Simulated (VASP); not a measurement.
# ZrNbGe2 (P4/mmm) in VASP: notebook, part 3 of 3

VASP 6.6.1. Earlier steps stand in the parts before.

### 4 Relaxation of cell and atoms, PBE

The input, INCAR:

```
PREC     = Accurate       # precision mode
ENCUT    = 600            # plane-wave cutoff, eV
EDIFF    = 1E-6           # SCF threshold, eV
ISMEAR   = 0              # smearing method
SIGMA    = 0.1            # smearing width, eV
LREAL    = F              # projectors in reciprocal space
LASPH    = T              # aspherical terms in the spheres
NELM     = 60             # most SCF steps
ALGO     = Normal         # electronic algorithm
ISIF     = 3              # what is computed and relaxed
LWAVE    = F              # write WAVECAR
LCHARG   = F              # write CHGCAR
GGA      = PE             # functional
IBRION   = 2              # ionic algorithm
NSW      = 90             # ionic steps
EDIFFG   = -0.04          # ionic threshold
```

The input, KPOINTS:

```
Automatic mesh
0
Gamma
  6 6 4
```

The input, POSCAR:

```
ZrNbGe2
1.0
    3.7173962600      0.0000000000      0.0000000000
    0.0000000000      3.7173962600      0.0000000000
    0.0000000000      0.0000000000      5.0405174000
Zr Nb Ge
1 1 2
Direct
    0.0000000000      0.0000000000      0.0000000000
    0.5000000000      0.5000000000      0.5000000000
    0.0000000000      0.0000000000      0.5000000000
    0.5000000000      0.5000000000      0.0000000000
```

Potentials or basis: VASP PAW PBE potentials, release 64 (Zr_sv, Nb_sv, Ge_d).

The run is started by

```bash
> cat potpaw_PBE.64/Zr_sv/POTCAR potpaw_PBE.64/Nb_sv/POTCAR potpaw_PBE.64/Ge_d/POTCAR > POTCAR
> mpirun -np 1 vasp_std > vasp.out
```

OUTCAR:

```text
PREC = Accurate
   ENCUT = 600
   EDIFF = 1E-6
   ISMEAR = 0
   LREAL = F
   LASPH = T
   NELM = 60
   ISIF = 3
   GGA = PE
   IBRION = 2
   NSW = 90
   EDIFFG = -0.04

 ion  position               nearest neighbor table
   1  0.000  0.000  0.000-   3 2.52   3 2.52   4 2.63   4 2.63   4 2.63   4 2.63
   2  0.500  0.500  0.500-   4 2.52   4 2.52   3 2.63   3 2.63   3 2.63   3 2.63
   3  0.000  0.000  0.500-   1 2.52   1 2.52   2 2.63   2 2.63   2 2.63   2 2.63
   4  0.500  0.500  0.000-   2 2.52   2 2.52   1 2.63   1 2.63   1 2.63   1 2.63

  LATTYP: Found a simple tetragonal cell.
 ALAT       =     3.7173962600
 C/A-ratio  =     1.3559268497

  Lattice vectors:

 A1 = (   3.7173962600,   0.0000000000,   0.0000000000)
 A2 = (   0.0000000000,   3.7173962600,   0.0000000000)
 A3 = (   0.0000000000,   0.0000000000,   5.0405174000)

[... 183 lines left out ...]

 val. band max:       10.1200104046   @ k =   0.5000   0.1667   0.0000
 cond. band min:      10.1602788507   @ k =   0.5000   0.5000   0.0000
 fundamental gap:      0.0402684461
 Fermi energy:        10.1305694907

 k-point     1 :       0.0000    0.0000    0.0000
  band No.  band energies     occupation
      1     -45.3819      2.00000
      2     -38.8137      2.00000
      3     -21.4808      2.00000
      4     -21.4782      2.00000
      5     -21.4782      2.00000
      6     -17.0486      2.00000
[... 920 lines left out ...]
--------------------------------------- Ionic step        4  -------------------------------------------

 number of electron      52.9999961 magnetization

 Free energy of the ion-electron system (eV)
  ---------------------------------------------------
  ext. energy  EPLUGINS =         0.00000000
  ---------------------------------------------------
  free energy    TOTEN  =       -29.39910661 eV

  energy without entropy =      -29.38621080  energy(sigma->0) =      -29.39265870

 E-fermi :   8.8389     XC(G=0): -11.5429

 val. band max:        8.8213289949   @ k =   0.5000   0.5000   0.0000
 cond. band min:       8.8617652073   @ k =   0.5000   0.1667   0.0000
 fundamental gap:      0.0404362124
 Fermi energy:         8.8389065351

 k-point     1 :       0.0000    0.0000    0.0000
  band No.  band energies     occupation
      1     -46.8480      2.00000
      2     -40.3846      2.00000
      3     -22.8961      2.00000
      4     -22.8961      2.00000
      5     -22.8868      2.00000
      6     -18.5130      2.00000
[... 838 lines left out ...]
  FREE ENERGIE OF THE ION-ELECTRON SYSTEM (eV)
  ---------------------------------------------------
  free  energy   TOTEN  =       -29.3991066139 eV

  energy  without entropy=      -29.3862107954  energy(sigma->0) =      -29.39265870

 reached required accuracy - stopping structural energy minimisation
```

OSZICAR:

```text
N       E                     dE             d eps       ncg     rms          rms(c)
DAV:   1     0.698715849955E+03    0.69872E+03   -0.29343E+04  2367   0.451E+03
[... 45 lines left out ...]
DAV:   2    -0.294009946071E+02    0.55233E-02   -0.21212E-02  2787   0.157E+00    0.277E-01
DAV:   3    -0.293996493676E+02    0.13452E-02   -0.75129E-03  2603   0.553E-01    0.149E-01
DAV:   4    -0.293991072949E+02    0.54207E-03   -0.31562E-03  3158   0.328E-01    0.885E-02
DAV:   5    -0.293990984917E+02    0.88032E-05   -0.23028E-04  2768   0.107E-01    0.478E-02
DAV:   6    -0.293991005001E+02   -0.20084E-05   -0.70455E-05  3094   0.519E-02    0.225E-02
DAV:   7    -0.293991065782E+02   -0.60781E-05   -0.84534E-06  2264   0.265E-02    0.362E-03
DAV:   8    -0.293991066139E+02   -0.35642E-07   -0.84553E-07  1508   0.936E-03
   4 F= -.29399107E+02 E0= -.29392659E+02  d E =-.416132E+00
```

Run time: 1.9 min. Hardware: 1 thread of Intel Xeon 6975P-C (Granite Rapids), shared host; peak memory 0.24 GiB.

Results:

```yaml
Free_energy: -29.3991 eV
Relaxed_volume: 19.33 Å³/atom
Relaxed_cell: a = 3.809 Å, b = 3.809 Å, c = 5.329 Å, α = 90.00°, β = 90.00°, γ = 90.00°
Space_group_after_relaxing_to_0.05_Å: P4/mmm (No. 123)
Energy_gained_by_relaxing: 104.0 meV/atom
Ionic_steps: 4
Pressure_after_relaxing: -0.2 GPa
```

The path:
| step | energy change (eV) | largest force (eV/Å) | pressure (GPa) | volume (Å³) |
| --- | --- | --- | --- | --- |
| 1 | 0.0000 | 0.0000 | 16.44 | 69.66 |
| 2 | 0.1759 | 0.0000 | -12.87 | 89.11 |
| 3 | -0.4155 | 0.0000 | -0.63 | 77.61 |
| 4 | -0.4161 | 0.0000 | -0.15 | 77.33 |

Final structure:
```yaml
crystal:
  lattice:
    - [3.80922, 0.00000, 0.00000]
    - [0.00000, 3.80922, 0.00000]
    - [0.00000, 0.00000, 5.32908]
  atoms:
    - { symbol: Zr, position: [0.00000, 0.00000, 0.00000] }
    - { symbol: Nb, position: [0.50000, 0.50000, 0.50000] }
    - { symbol: Ge, position: [0.00000, 0.00000, 0.50000] }
    - { symbol: Ge, position: [0.50000, 0.50000, 0.00000] }
```

### 5 Single point, PBE

This run uses another cell than the first one, of 19.30 Å³/atom, 1.108 times its volume.

The input, INCAR:

```
SYSTEM = ZrNbGe2
  ALGO = Normal
  EDIFF = 1E-6
  ENCUT = 520
  GGA = PE
  ISIF = 2
  ISMEAR = 0
  LASPH = .TRUE.
  LCHARG = .TRUE.
  LELF = .TRUE.
  LREAL = .FALSE.
  LVHAR = .TRUE.
  LWAVE = .FALSE.
  NBANDS = 34
  NELM = 80
  PREC = Accurate
  SIGMA = 0.1
```

The input, KPOINTS:

```
k-points
0
G
  12 12 10
  0 0 0
```

The input, POSCAR:

```
ZrNbGe2
1.0
    3.7957342727      0.0000000000      0.0000000000
    0.0000000000      3.7957342727      0.0000000000
    0.0000000000      0.0000000000      5.3580633375
Zr Nb Ge
1 1 2
Direct
    0.0000000000      0.0000000000      0.0000000000
    0.5000000000      0.5000000000      0.5000000000
    0.0000000000      0.0000000000      0.5000000000
    0.5000000000      0.5000000000      0.0000000000
```

Potentials or basis: VASP PAW PBE potentials, release 64 (Zr_sv, Nb_sv, Ge_d).

The run is started by

```bash
> cat potpaw_PBE.64/Zr_sv/POTCAR potpaw_PBE.64/Nb_sv/POTCAR potpaw_PBE.64/Ge_d/POTCAR > POTCAR
> mpirun -np 1 vasp_std > vasp.out
```

OUTCAR:

```text
SYSTEM = ZrNbGe2
   EDIFF = 1E-6
   ENCUT = 520
   GGA = PE
   ISIF = 2
   ISMEAR = 0
   LASPH = .TRUE.
   LREAL = .FALSE.
   NELM = 80
   PREC = Accurate

 ion  position               nearest neighbor table
   1  0.000  0.000  0.000-   3 2.68   3 2.68   4 2.68   4 2.68   4 2.68   4 2.68
   2  0.500  0.500  0.500-   4 2.68   4 2.68   3 2.68   3 2.68   3 2.68   3 2.68
   3  0.000  0.000  0.500-   1 2.68   1 2.68   2 2.68   2 2.68   2 2.68   2 2.68
   4  0.500  0.500  0.000-   2 2.68   2 2.68   1 2.68   1 2.68   1 2.68   1 2.68

  LATTYP: Found a simple tetragonal cell.
 ALAT       =     3.7957342727
[... 1088 lines left out ...]
  -------------------------------------------------------------------------------------
  Total       -0.0213150     -0.0213150     -0.0275696      0.0000000      0.0000000     -0.0000000
  in kB       -0.4423815     -0.4423815     -0.5721912      0.0000000      0.0000000     -0.0000000
  external PRESSURE =      -0.4856514 kB  Pullay stress =       0.0000000 kB

 VOLUME and BASIS-vectors are now :
 -----------------------------------------------------------------------------
  energy-cutoff  :      520.00
  volume of cell :       77.20
      direct lattice vectors                 reciprocal lattice vectors
     3.795734273  0.000000000  0.000000000     0.263453637  0.000000000  0.000000000
     0.000000000  3.795734273  0.000000000     0.000000000  0.263453637  0.000000000
     0.000000000  0.000000000  5.358063337     0.000000000  0.000000000  0.186634599

 POSITION                                       TOTAL-FORCE (eV/Angst)
 -----------------------------------------------------------------------------------
      0.00000      0.00000      0.00000         0.000000      0.000000      0.000000
      1.89787      1.89787      2.67903         0.000000      0.000000      0.000000
      0.00000      0.00000      2.67903         0.000000      0.000000      0.000000
      1.89787      1.89787      0.00000         0.000000      0.000000      0.000000
 -----------------------------------------------------------------------------------
    total drift:                                0.000000      0.000000      0.000000

  FREE ENERGIE OF THE ION-ELECTRON SYSTEM (eV)
  ---------------------------------------------------
  free  energy   TOTEN  =       -29.4070626124 eV

  energy  without entropy=      -29.3936403947  energy(sigma->0) =      -29.40035150
```

Wall time 2.3 min (1 thread of Intel Xeon 6975P-C (Granite Rapids), shared host); peak memory 0.5 GiB.

What came out:

```
Free energy : -29.4071 eV
Pressure    : 0.0 GPa
```

### 6 The runs side by side

```csv
task,cell,k mesh,cutoff (eV),gap on the mesh (eV),pressure (GPa)
single point,"a = 3.717, b = 3.717, c = 5.041 Å, 4 atoms",6 × 6 × 4,520,none,16.5
single point,"a = 3.806, b = 3.806, c = 5.328 Å, 4 atoms",6 × 6 × 4,520,none,0.0
relaxation of cell and atoms,"relaxed from a = 3.717, b = 3.717, c = 5.041 Å, 4 atoms",6 × 6 × 4,600,none,-0.2
single point,"a = 3.796, b = 3.796, c = 5.358 Å, 4 atoms",12 × 12 × 10,520,none,0.0
```

Alike in all rows: level PBE; potentials or basis VASP PAW PBE potentials, release 64 (Zr_sv, Nb_sv, Ge_d); no spin polarisation; smearing gaussian 0.1 eV.

Absolute energies hang on the potentials; compare differences alone.
